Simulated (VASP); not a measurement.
# SiC (P6_3mc) in VASP: notebook

The runs below take SiC through electric field gradients, with PBE.

Program: VASP 6.6.1. These are calculated values, not measurements. Logs are shortened: lines on timing, memory, paths and dates and some standing lists are left out, and cuts for length are marked.

**1. The cell of the first run**

The structure is hexagonal, space group P6_3mc (No. 186). Conventional cell: a = 3.037 Å, b = 3.037 Å, c = 19.874 Å, α = 90.00°, β = 90.00°, γ = 120.00°. Si (site symmetry 3m) has 4 C at 1.86 to 1.87 Å within 2.5 Å. Within 2.5 Å of Si (site symmetry 3m) lie 4 C at 1.86 Å. Within 2.5 Å of Si (site symmetry 3m) lie 4 C at 1.86 Å. Si (site symmetry 3m) has 4 C at 1.86 Å within 2.5 Å. C (site symmetry 3m) has 4 Si at 1.86 Å within 2.5 Å. C (site symmetry 3m) has 4 Si at 1.86 Å within 2.5 Å. C (site symmetry 3m) has 4 Si at 1.86 to 1.87 Å within 2.5 Å. Within 2.5 Å of C (site symmetry 3m) lie 4 Si at 1.86 Å.

**2. Electric field gradients, PBE (9.92 Å³/atom)**

Input file INCAR:

```
SYSTEM = SiC
PREC = Accurate
ENCUT = 520
EDIFF = 1E-8
ISMEAR = -1
SIGMA = 0.02
LREAL = Auto
LASPH = .TRUE.
NELM = 60
ALGO = Normal
ISIF = 2
LWAVE = .FALSE.
LCHARG = .FALSE.
GGA = PE
LEFG = .TRUE.
NBANDS = 46
```

Input file KPOINTS:

```
regular mesh
0
G
  10 10 2
  0 0 0
```

Input file POSCAR:

```
SiC
1.0
    3.0373867908      0.0000000000      0.0000000000
   -1.5186933954      2.6304541219      0.0000000000
    0.0000000000      0.0000000000     19.8737233798
Si C
8 8
Direct
    0.3333333333      0.6666666667      0.2501057633
    0.6666666667      0.3333333333      0.7501057633
    0.3333333333      0.6666666667      0.6250022525
    0.6666666667      0.3333333333      0.1250022525
    0.0000000000      0.0000000000      0.0000978166
    0.0000000000      0.0000000000      0.5000978166
    0.3333333333      0.6666666667      0.8751755900
    0.6666666667      0.3333333333      0.3751755900
    0.3333333333      0.6666666667      0.9689114651
    0.6666666667      0.3333333333      0.4689114651
    0.0000000000      0.0000000000      0.0938682979
    0.0000000000      0.0000000000      0.5938682979
    0.3333333333      0.6666666667      0.3441204749
    0.6666666667      0.3333333333      0.8441204749
    0.3333333333      0.6666666667      0.7187183397
    0.6666666667      0.3333333333      0.2187183397
```

Potentials or basis: VASP PAW PBE potentials, release 64 (Si, C).

Command:

```bash
$ cat potpaw_PBE.64/Si/POTCAR potpaw_PBE.64/C/POTCAR > POTCAR
$ mpirun -np 1 vasp_std > vasp.out
```

OUTCAR:

```text
SYSTEM = SiC
   PREC = Accurate
   ENCUT = 520
   EDIFF = 1E-8
   ISMEAR = -1
   LREAL = Auto
   LASPH = .TRUE.
   NELM = 60
   ISIF = 2
   GGA = PE

 ion  position               nearest neighbor table
   1  0.333  0.667  0.250-  16 1.86  16 1.86  16 1.86  13 1.87   8 3.04   8 3.04   8 3.04   4 3.04
                             4 3.04   4 3.04
   2  0.667  0.333  0.750-  15 1.86  15 1.86  15 1.86  14 1.87   7 3.04   7 3.04   7 3.04   3 3.04
                             3 3.04   3 3.04
   3  0.333  0.667  0.625-  12 1.86  12 1.86  12 1.86  15 1.86   6 3.04   6 3.04   6 3.04   2 3.04
                             2 3.04   2 3.04
   4  0.667  0.333  0.125-  11 1.86  11 1.86  11 1.86  16 1.86   5 3.04   5 3.04   5 3.04   1 3.04
                             1 3.04   1 3.04
   5  0.000  0.000  0.000-   9 1.86   9 1.86   9 1.86  11 1.86   4 3.04   4 3.04   4 3.04   7 3.04
                             7 3.04   7 3.04
   6  0.000  0.000  0.500-  10 1.86  10 1.86  10 1.86  12 1.86   3 3.04   3 3.04   3 3.04   8 3.04
                             8 3.04   8 3.04
   7  0.333  0.667  0.875-  14 1.86  14 1.86  14 1.86   9 1.86   5 3.04   5 3.04   5 3.04   2 3.04
                             2 3.04   2 3.04
   8  0.667  0.333  0.375-  13 1.86  13 1.86  13 1.86  10 1.86   6 3.04   6 3.04   6 3.04   1 3.04
                             1 3.04   1 3.04
   9  0.333  0.667  0.969-   5 1.86   5 1.86   5 1.86   7 1.86
  10  0.667  0.333  0.469-   6 1.86   6 1.86   6 1.86   8 1.86
  11  0.000  0.000  0.094-   4 1.86   4 1.86   4 1.86   5 1.86
  12  0.000  0.000  0.594-   3 1.86   3 1.86   3 1.86   6 1.86
  13  0.333  0.667  0.344-   8 1.86   8 1.86   8 1.86   1 1.87
  14  0.667  0.333  0.844-   7 1.86   7 1.86   7 1.86   2 1.87
  15  0.333  0.667  0.719-   2 1.86   2 1.86   2 1.86   3 1.86
  16  0.667  0.333  0.219-   1 1.86   1 1.86   1 1.86   4 1.86

  LATTYP: Found a hexagonal cell.
 ALAT       =     3.0373867908
 C/A-ratio  =     6.5430334523

  Lattice vectors:

 A1 = (   3.0373867908,   0.0000000000,   0.0000000000)
 A2 = (  -1.5186933954,   2.6304541219,   0.0000000000)
 A3 = (   0.0000000000,   0.0000000000,  19.8737233798)

Analysis of symmetry for initial positions (statically):
=====================================================================
 Subroutine PRICEL returns:
 Original cell was already a primitive cell.

 Routine SETGRP: Setting up the symmetry group for a
 hexagonal supercell.

[... 1338 lines left out ...]
  Direction    XX          YY          ZZ          XY          YZ          ZX
  --------------------------------------------------------------------------------------
  -------------------------------------------------------------------------------------
  Total       13.3388586     13.3388586     12.9230464      0.0000000      0.0000000      0.0000000
  in kB      134.5919794    134.5919794    130.3963434      0.0000000      0.0000000      0.0000000
  external PRESSURE =     133.1934341 kB  Pullay stress =       0.0000000 kB

 VOLUME and BASIS-vectors are now :
 -----------------------------------------------------------------------------
  energy-cutoff  :      520.00
  volume of cell :      158.79
      direct lattice vectors                 reciprocal lattice vectors
     3.037386791  0.000000000  0.000000000     0.329230378  0.190081247  0.000000000
    -1.518693395  2.630454122  0.000000000     0.000000000  0.380162494  0.000000000
     0.000000000  0.000000000 19.873723380     0.000000000  0.000000000  0.050317697

 POSITION                                       TOTAL-FORCE (eV/Angst)
 -----------------------------------------------------------------------------------
     -0.00000      1.75364      4.97053        -0.000000      0.000000      0.021870
      1.51869      0.87682     14.90739         0.000000      0.000000      0.021870
     -0.00000      1.75364     12.42112        -0.000000     -0.000000     -0.002582
      1.51869      0.87682      2.48426         0.000000      0.000000     -0.002582
      0.00000      0.00000      0.00194        -0.000000      0.000000      0.010022
      0.00000      0.00000      9.93881         0.000000      0.000000      0.010022
[... 8 lines left out ...]
     -0.00000      1.75364     14.28361         0.000000     -0.000000      0.008181
      1.51869      0.87682      4.34675        -0.000000      0.000000      0.008181
 -----------------------------------------------------------------------------------
    total drift:                                0.000000      0.000000     -0.048458

  FREE ENERGIE OF THE ION-ELECTRON SYSTEM (eV)
  ---------------------------------------------------
  free  energy   TOTEN  =      -120.1357942858 eV

  energy  without entropy=     -120.1357942857  energy(sigma->0) =     -120.13579429

 Electric field gradients (V/A^2)
---------------------------------------------------------------------
 ion       V_xx      V_yy      V_zz      V_xy      V_xz      V_yz
---------------------------------------------------------------------
   1       0.374     0.374    -0.748    -0.000     0.000    -0.000
   2       0.374     0.374    -0.748    -0.000    -0.000     0.000
   3      -0.906    -0.906     1.813    -0.000     0.000    -0.000
   4      -0.906    -0.906     1.813    -0.000    -0.000     0.000
   5      -0.696    -0.697     1.393    -0.000     0.000    -0.000
   6      -0.696    -0.697     1.393    -0.000    -0.000     0.000
[... 8 lines left out ...]
  15      -0.272    -0.272     0.545     0.000     0.000    -0.000
  16      -0.272    -0.272     0.545     0.000    -0.000     0.000
---------------------------------------------------------------------

 Electric field gradients after diagonalization (V/A^2)
 (convention: |V_zz| > |V_xx| > |V_yy|)
----------------------------------------------------------------------
 ion       V_xx      V_yy      V_zz     asymmetry (V_yy - V_xx)/ V_zz
----------------------------------------------------------------------
   1       0.374     0.374    -0.748       0.000
   2       0.374     0.374    -0.748       0.000
   3      -0.906    -0.906     1.813       0.000
   4      -0.906    -0.906     1.813       0.000
   5      -0.697    -0.696     1.393       0.000
   6      -0.697    -0.696     1.393       0.000
[... 8 lines left out ...]
  15      -0.272    -0.272     0.545       0.000
  16      -0.272    -0.272     0.545       0.000
----------------------------------------------------------------------

           NMR quadrupolar parameters

 Cq : quadrupolar parameter    Cq=e*Q*V_zz/h
 eta: asymmetry parameters     (V_yy - V_xx)/ V_zz
 Q  : nuclear electric quadrupole moment in mb (millibarn)
----------------------------------------------------------------------
 ion       Cq(MHz)       eta       Q (mb)
----------------------------------------------------------------------
   1      -0.002       0.000       1.000
   2      -0.002       0.000       1.000
   3       0.004       0.000       1.000
   4       0.004       0.000       1.000
   5       0.003       0.000       1.000
   6       0.003       0.000       1.000
[... 8 lines left out ...]
  15       0.001       0.000       1.000
  16       0.001       0.000       1.000
----------------------------------------------------------------------
```

OSZICAR:

```text
N       E                     dE             d eps       ncg     rms          rms(c)
DAV:   1     0.179448038829E+03    0.17945E+03   -0.29315E+04  2576   0.125E+03
DAV:   2    -0.118852535233E+03   -0.29830E+03   -0.28049E+03  3300   0.223E+02
DAV:   3    -0.135656547416E+03   -0.16804E+02   -0.16684E+02  3290   0.508E+01
DAV:   4    -0.135923470242E+03   -0.26692E+00   -0.26627E+00  3232   0.723E+00
DAV:   5    -0.135929385998E+03   -0.59158E-02   -0.59110E-02  3196   0.102E+00    0.262E+01
DAV:   6    -0.120650843179E+03    0.15279E+02   -0.45361E+01  3152   0.223E+01    0.118E+01
DAV:   7    -0.120201375966E+03    0.44947E+00   -0.47621E+00  3328   0.740E+00    0.491E+00
DAV:   8    -0.120141133072E+03    0.60243E-01   -0.31868E-01  3056   0.200E+00    0.148E+00
DAV:   9    -0.120134795172E+03    0.63379E-02   -0.40660E-02  3184   0.829E-01    0.199E-01
DAV:  10    -0.120135606477E+03   -0.81131E-03   -0.28345E-03  3202   0.209E-01    0.109E-01
DAV:  11    -0.120135791421E+03   -0.18494E-03   -0.33965E-04  3016   0.939E-02    0.220E-02
DAV:  12    -0.120135791543E+03   -0.12204E-06   -0.18317E-05  3348   0.170E-02    0.998E-03
DAV:  13    -0.120135793526E+03   -0.19829E-05   -0.25846E-06  3072   0.679E-03    0.407E-03
DAV:  14    -0.120135794007E+03   -0.48135E-06   -0.15047E-07  3562   0.230E-03    0.176E-03
DAV:  15    -0.120135794194E+03   -0.18703E-06   -0.12741E-07  3088   0.147E-03    0.696E-04
DAV:  16    -0.120135794282E+03   -0.88434E-07   -0.12205E-08  1912   0.593E-04    0.474E-04
DAV:  17    -0.120135794286E+03   -0.32933E-08   -0.88954E-09  1888   0.416E-04
   1 F= -.12013579E+03 E0= -.12013579E+03  d E =-.398041E-10
```

stdout:

```text
POSCAR found type information on POSCAR SiC
 POSCAR found :  2 types and      16 ions
 scaLAPACK will be used
 LDA part: xc-table for (Slater+PW92), standard interpolation
 POSCAR, INCAR and KPOINTS ok, starting setup
 FFT: planning ... GRIDC
 FFT: planning ... GRID_SOFT
 FFT: planning ... GRID
 WAVECAR not read
 entering main loop
ion   1

ion   2

ion   3

ion   4

ion   5

ion   6

ion   7

ion   8

ion   9

ion  10

ion  11

ion  12

ion  13

ion  14

ion  15

ion  16
```

Run time: 10 min. Hardware: 1 thread of Intel Xeon 8259CL, shared host; peak memory 0.34 GiB.

Results:

```yaml
Free_energy: -120.1358 eV
Pressure: 13.3 GPa
Largest_force: 0.029 eV/Å
Band_gap_on_the_k_mesh: 1.75 eV (least direct gap 2.85 eV)
Largest_electric_field_gradient_by_atom: Si -0.7, +1.8, +1.4, +2.3 (each value once); C +0.2, +2.4, +0.5 (each value once) V/Å²
```

Forces in eV/Å, atoms in the order of the input:
```
Si   0.000  0.000  0.022
Si   0.000  0.000  0.022
Si   0.000  0.000 -0.003
Si   0.000  0.000 -0.003
Si   0.000  0.000  0.010
Si   0.000  0.000  0.010
Si   0.000  0.000  0.009
Si   0.000  0.000  0.009
C    0.000  0.000 -0.001
C    0.000  0.000 -0.001
C    0.000  0.000 -0.029
C    0.000  0.000 -0.029
C    0.000  0.000 -0.017
C    0.000  0.000 -0.017
C    0.000  0.000  0.008
C    0.000  0.000  0.008
```

Electric field gradients, principal values (V/Å²):
```tsv
atom	least	middle	greatest (by size)
1 Si	0.374	0.374	-0.748
2 Si	0.374	0.374	-0.748
3 Si	-0.906	-0.906	1.813
4 Si	-0.906	-0.906	1.813
5 Si	-0.696	-0.697	1.393
6 Si	-0.696	-0.697	1.393
7 Si	-1.130	-1.130	2.260
8 Si	-1.130	-1.130	2.260
9 C	-0.113	-0.113	0.225
10 C	-0.113	-0.113	0.225
11 C	-0.110	-0.110	0.221
12 C	-0.110	-0.110	0.221
13 C	-1.177	-1.178	2.355
14 C	-1.177	-1.178	2.355
15 C	-0.272	-0.272	0.545
16 C	-0.272	-0.272	0.545
```

Caveat: the cell stands under pressure; without QUAD_EFG the Cq values of the log hold for a quadrupole moment of 1 mb, not for the nuclei.

(Part 1 of 3 ends here.)
